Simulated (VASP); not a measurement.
# SnTe in VASP: single point with LDA

Aim: the single point of SnTe with LDA.

Program: VASP 6.6.1. These are calculated values, not measurements. Logs are shortened: lines on timing, memory, paths and dates and some standing lists are left out, and cuts for length are marked.

## 1. The cell of the first run

The cell holds a slab with vacuum, 8 atoms: a = 4.410 Å, b = 4.410 Å, c = 27.603 Å, α = 90.00°, β = 90.00°, γ = 120.00°.

## 2. Single point, LDA

File INCAR:

```
  ALGO = Normal
  DIPOL = 0.5 0.5 0.500
  EDIFF = 1E-6
  ENCUT = 400
  GGA_COMPAT = F
  IDIPOL = 3
  ISIF = 2
  ISMEAR = 0
  LASPH = T
  LCHARG = F
  LDIPOL = T
  LREAL = F
  LWAVE = F
  NBANDS = 50
  NELM = 120
  NELMDL = -8
  PREC = Accurate
  SIGMA = 0.05
```

File KPOINTS:

```
k-points
0
Gamma
  9 9 1
```

File POSCAR:

```
SnTe
1.0
    4.4099644766      0.0000000000      0.0000000000
   -2.2049822383      3.8191412666      0.0000000000
    0.0000000000      0.0000000000     27.6025232101
Te Sn
4 4
Direct
    0.3333333333      0.6666666667      0.2717142901
    0.0000000000      0.0000000000      0.4021632672
    0.6666666667      0.3333333333      0.5326122443
    0.3333333333      0.6666666667      0.6630612213
    0.6666666667      0.3333333333      0.3369387787
    0.3333333333      0.6666666667      0.4673877557
    0.0000000000      0.0000000000      0.5978367328
    0.6666666667      0.3333333333      0.7282857099
```

Potentials or basis: VASP PAW LDA potentials, release 64 (Te, Sn_d).

The run is started by

```sh
$ cat potpaw_LDA.64/Te/POTCAR potpaw_LDA.64/Sn_d/POTCAR > POTCAR
$ mpirun -np 1 vasp_std > vasp.out
```

OUTCAR:

```text
EDIFF = 1E-6
   ENCUT = 400
   ISIF = 2
   ISMEAR = 0
   LASPH = T
   LREAL = F
   NELM = 120
   NELMDL = -8
   PREC = Accurate

 ion  position               nearest neighbor table
   1  0.333  0.667  0.272-   5 3.12   5 3.12   5 3.12
   2  0.000  0.000  0.402-   5 3.12   6 3.12   5 3.12   6 3.12   5 3.12   6 3.12
   3  0.667  0.333  0.533-   7 3.12   7 3.12   7 3.12   6 3.12   6 3.12   6 3.12
   4  0.333  0.667  0.663-   7 3.12   7 3.12   7 3.12   8 3.12   8 3.12   8 3.12
   5  0.667  0.333  0.337-   2 3.12   2 3.12   2 3.12   1 3.12   1 3.12   1 3.12
   6  0.333  0.667  0.467-   2 3.12   2 3.12   2 3.12   3 3.12   3 3.12   3 3.12
   7  0.000  0.000  0.598-   3 3.12   4 3.12   3 3.12   4 3.12   3 3.12   4 3.12
   8  0.667  0.333  0.728-   4 3.12   4 3.12   4 3.12

  LATTYP: Found a hexagonal cell.
 ALAT       =     4.4099644766
 C/A-ratio  =     6.2591259763

  Lattice vectors:

 A1 = (   4.4099644766,   0.0000000000,   0.0000000000)
 A2 = (  -2.2049822383,   3.8191412666,   0.0000000000)
 A3 = (   0.0000000000,   0.0000000000,  27.6025232101)

Analysis of symmetry for initial positions (statically):
=====================================================================
 Subroutine PRICEL returns:
 Original cell was already a primitive cell.

 Routine SETGRP: Setting up the symmetry group for a
 hexagonal supercell.

 Subroutine GETGRP returns: Found  6 space group operations
 (whereof  6 operations were pure point group operations)
 out of a pool of 24 trial point group operations.

The static configuration has the point symmetry C_3v.

Analysis of symmetry for dynamics (positions and initial velocities):
=====================================================================
 Subroutine PRICEL returns:
 Original cell was already a primitive cell.

 Routine SETGRP: Setting up the symmetry group for a
 hexagonal supercell.

 Subroutine GETGRP returns: Found  6 space group operations
 (whereof  6 operations were pure point group operations)
 out of a pool of 24 trial point group operations.

The dynamic configuration has the point symmetry C_3v.

 Subroutine INISYM returns: Found  6 space group operations
 (whereof  6 operations are pure point group operations),
 and found     1 'primitive' translations

----------------------------------------------------------------------------------------

                                     Primitive cell

  volume of cell :     464.8894

  direct lattice vectors                    reciprocal lattice vectors
     4.409964477  0.000000000  0.000000000     0.226759196  0.130919483  0.000000000
    -2.204982238  3.819141267  0.000000000     0.000000000  0.261838966  0.000000000
     0.000000000  0.000000000 27.602523210     0.000000000  0.000000000  0.036228572

  length of vectors
     4.409964477  4.409964477 27.602523210     0.261838966  0.261838966  0.036228572

  position of ions in fractional coordinates (direct lattice)
     0.333333333  0.666666667  0.271714290
     0.000000000  0.000000000  0.402163267
     0.666666667  0.333333333  0.532612244
     0.333333333  0.666666667  0.663061221
     0.666666667  0.333333333  0.336938779
     0.333333333  0.666666667  0.467387756
     0.000000000  0.000000000  0.597836733
     0.666666667  0.333333333  0.728285710

  ion indices of the primitive-cell ions
   primitive index   ion index
                 1           1
                 2           2
                 3           3
                 4           4
                 5           5
                 6           6
                 7           7
                 8           8

----------------------------------------------------------------------------------------

 KPOINTS: k-points

Automatic generation of k-mesh.
 Grid dimensions read from file:
 generate k-points for:    9    9    1

 Generating k-lattice:

  Cartesian coordinates                     Fractional coordinates (reciprocal lattice)
     0.025195466  0.014546609  0.000000000     0.111111111  0.000000000  0.000000000
     0.000000000  0.029093218  0.000000000     0.000000000  0.111111111  0.000000000
     0.000000000  0.000000000  0.036228572     0.000000000  0.000000000  1.000000000

  Length of vectors
     0.029093218  0.029093218  0.036228572

  Shift w.r.t. Gamma in fractional coordinates (k-lattice)
     0.000000000  0.000000000  0.000000000

 Subroutine IBZKPT returns following result:
 ===========================================

 Found     12 irreducible k-points:

 Following reciprocal coordinates:
            Coordinates               Weight
  0.000000  0.000000  0.000000      1.000000
  0.111111 -0.000000  0.000000      6.000000
  0.222222  0.000000  0.000000      6.000000
  0.333333  0.000000  0.000000      6.000000
  0.444444  0.000000  0.000000      6.000000
  0.111111  0.111111  0.000000      6.000000
  0.222222  0.111111  0.000000     12.000000
  0.333333  0.111111  0.000000     12.000000
  0.444444  0.111111  0.000000      6.000000
  0.222222  0.222222  0.000000      6.000000
  0.333333  0.222222  0.000000     12.000000
  0.333333  0.333333  0.000000      2.000000
   k-points           NKPTS =     12   k-points in BZ     NKDIM =     12   number of bands    NBANDS=     50
   number of dos      NEDOS =    301   number of ions     NIONS =      8
   total plane-waves  NPLWV = 162000
   dimension x,y,z NGX =    30 NGY =   30 NGZ =  180
   dimension x,y,z NGXF=    60 NGYF=   60 NGZF=  360
   ions per type =               4   4
   NGX,Y,Z   is equivalent  to a cutoff of  11.31, 11.31, 10.84 a.u.
   NGXF,Y,Z  is equivalent  to a cutoff of  22.62, 22.62, 21.68 a.u.
 SYSTEM =  unknown system
   PREC   = accura    normal or accurate (medium, high low for compatibility)
   ISTART =      0    job   : 0-new  1-cont  2-samecut
   ICHARG =      2    charge: 1-file 2-atom 10-const
   ISPIN  =      1    spin polarized calculation?
   LNONCOLLINEAR =      F non collinear calculations
   LSORBIT =      F    spin-orbit coupling
   LASPH  =      T    aspherical Exc in radial PAW
   ENCUT  =  400.0 eV  29.40 Ry    5.42 a.u.   7.19  7.19 45.01*2*pi/ulx,y,z
   NELM   =    120;   NELMIN=  2; NELMDL= -8     # of ELM steps
   EDIFF  = 0.1E-05   stopping-criterion for ELM
   LREAL  =      F    real-space projection
   EDIFFG = 0.1E-04   stopping-criterion for IOM
   NSW    =      0    number of steps for IOM
   IBRION =     -1    ionic relax: 0-MD 1-quasi-New 2-CG
   NFREE  =      0    steps in history (QN), initial steepest desc. (CG)
   ISIF   =      2    stress and relaxation
   ISYM   =      2    0-nonsym 1-usesym 2-fastsym
   POTIM  = 0.5000    time-step for ionic-motion
   TEBEG  =    0.0;   TEEND  =   0.0 temperature during run
   PSTRESS=    0.0 pullay stress
   NELECT =      80.0000    total number of electrons
   NUPDOWN=      -1.0000    fix difference up-down
   EMIN   =  10.00;   EMAX   =-10.00  energy-range for DOS
   EFERMI =   0.00;   METHOD = LEGACY
   ISMEAR =     0;   SIGMA  =   0.05  broadening in eV -4-tet -1-fermi 0-gaus
   EFERMI_NEDOS =   21; number of points for ismear=-14 and -15
   IALGO  =     38    algorithm
   IMIX   =      4    mixing-type and parameters
     AMIX     =   0.40;   BMIX     =  1.00
     AMIX_MAG =   1.60;   BMIX_MAG =  1.00
  volume/ion in A,a.u.               =      58.11       392.15
  Fermi-wavevector in a.u.,A,eV,Ry     =   0.910587  1.720761 11.281534  0.829169
  Thomas-Fermi vector in A             =   2.034767
   LORBIT       =      0    0 simple, 1 ext, 2 COOP (PROOUT), +10 PAW based schemes
   GGA     = CA    functional components
   LHFCALC =     F    Hartree Fock is set to
   AEXX    =    0.0000 exact exchange contribution
   IVDW    =     0    specifies the selected vdW correction
   LEPSILON=     F    determine dielectric tensor
   LRPA    =     F    only Hartree local field effects (RPA)
 non-spin polarized calculation
 Gauss-broadening in eV      SIGMA  =   0.05
  energy-cutoff  :      400.00
  volume of cell :      464.89
 maximum number of plane-waves:      8517
 NGX is ok and might be reduce to    30
   NGX = 15   NGY = 15   NGZ = 91

 dipolmoment           0.000000      0.000000      0.000009 electrons x Angstroem

 number of electron      80.0000037 magnetization

 dipolmoment           0.000000      0.000000     -0.158898 electrons x Angstroem

 Free energy of the ion-electron system (eV)
  ---------------------------------------------------
  ext. energy  EPLUGINS =         0.00000000
  ---------------------------------------------------
  free energy    TOTEN  =       -33.57247352 eV

  energy without entropy =      -33.56553426  energy(sigma->0) =      -33.56900389

 E-fermi :   1.3771     XC(G=0):  -5.8685

 val. band max:        1.3293501880   @ k =   0.2222   0.0000   0.0000
 cond. band min:       1.3816089633   @ k =   0.3333   0.1111   0.0000
 fundamental gap:      0.0522587753
 Fermi energy:         1.3770784576

 k-point     1 :       0.0000    0.0000    0.0000
  band No.  band energies     occupation
      1     -20.6827      2.00000
      2     -20.6827      2.00000
      3     -20.6712      2.00000
      4     -20.6712      2.00000
      5     -20.6700      2.00000
      6     -20.4572      2.00000
[... 42 lines left out ...]
     49       3.7591      0.00000
     50       4.3384      0.00000

 k-point     2 :       0.1111   -0.0000    0.0000
  band No.  band energies     occupation
      1     -20.6832      2.00000
      2     -20.6819      2.00000
      3     -20.6717      2.00000
      4     -20.6711      2.00000
      5     -20.6694      2.00000
      6     -20.4584      2.00000
[... 522 lines left out ...]
 k-point    12 :       0.3333    0.3333    0.0000
  band No.  band energies     occupation
      1     -20.6854      2.00000
      2     -20.6794      2.00000
      3     -20.6717      2.00000
      4     -20.6711      2.00000
      5     -20.6647      2.00000
      6     -20.4616      2.00000
[... 42 lines left out ...]
     49       5.3338      0.00000
     50       6.1273      0.00000

------------------------ aborting loop because EDIFF is reached ----------------------------------------

 vacuum level on the upper side and lower side of the slab       (xc-potential included)        -1.156         0.557

  FORCE on cell =-STRESS in cart. coord.  units (eV):
  Direction    XX          YY          ZZ          XY          YZ          ZX
  --------------------------------------------------------------------------------------
  -------------------------------------------------------------------------------------
  Total       -5.0671988     -5.0671988     -2.9890206      0.0000000      0.0000000      0.0000000
  in kB      -17.4634051    -17.4634051    -10.3012492      0.0000000      0.0000000      0.0000000
  external PRESSURE =     -15.0760198 kB  Pullay stress =       0.0000000 kB

 VOLUME and BASIS-vectors are now :
 -----------------------------------------------------------------------------
  energy-cutoff  :      400.00
  volume of cell :      464.89
      direct lattice vectors                 reciprocal lattice vectors
     4.409964477  0.000000000  0.000000000     0.226759196  0.130919483  0.000000000
    -2.204982238  3.819141267  0.000000000     0.000000000  0.261838966  0.000000000
     0.000000000  0.000000000 27.602523210     0.000000000  0.000000000  0.036228572

 POSITION                                       TOTAL-FORCE (eV/Angst)
 -----------------------------------------------------------------------------------
     -0.00000      2.54609      7.50000        -0.000000     -0.000000      1.296859
      0.00000      0.00000     11.10072         0.000000     -0.000000      0.803691
      2.20498      1.27305     14.70144         0.000000      0.000000      0.635029
     -0.00000      2.54609     18.30216         0.000000     -0.000000      0.821285
      2.20498      1.27305      9.30036        -0.000000     -0.000000     -1.678886
     -0.00000      2.54609     12.90108         0.000000     -0.000000     -0.666448
      0.00000      0.00000     16.50180        -0.000000     -0.000000     -0.721325
      2.20498      1.27305     20.10252         0.000000     -0.000000     -0.490204
 -----------------------------------------------------------------------------------
    total drift:                               -0.000001     -0.000001     -0.007593

  FREE ENERGIE OF THE ION-ELECTRON SYSTEM (eV)
  ---------------------------------------------------
  free  energy   TOTEN  =       -33.5724735205 eV

  energy  without entropy=      -33.5655342644  energy(sigma->0) =      -33.56900389

 vacuum level on the upper side and lower side of the slab         4.855         6.598
```

It took 5.8 min on 1 thread of Intel Xeon Platinum 8488C (Sapphire Rapids), shared host; peak memory 0.39 GiB.

What came out:

| Item | Value |
| --- | --- |
| Free energy | -33.5725 eV |
| Largest force | 1.679 eV/Å |
| Band gap on the k mesh | zero (band 40 reaches 1.42 eV, above the bottom of band 41 at 1.29 eV) |

Forces on the atoms (eV/Å):
```
Te   0.000  0.000  1.297
Te   0.000  0.000  0.804
Te   0.000  0.000  0.635
Te   0.000  0.000  0.821
Sn   0.000  0.000 -1.679
Sn   0.000  0.000 -0.666
Sn   0.000  0.000 -0.721
Sn   0.000  0.000 -0.490
```

Caveat: spin-orbit coupling is left out, which moves the levels of the heavy elements.
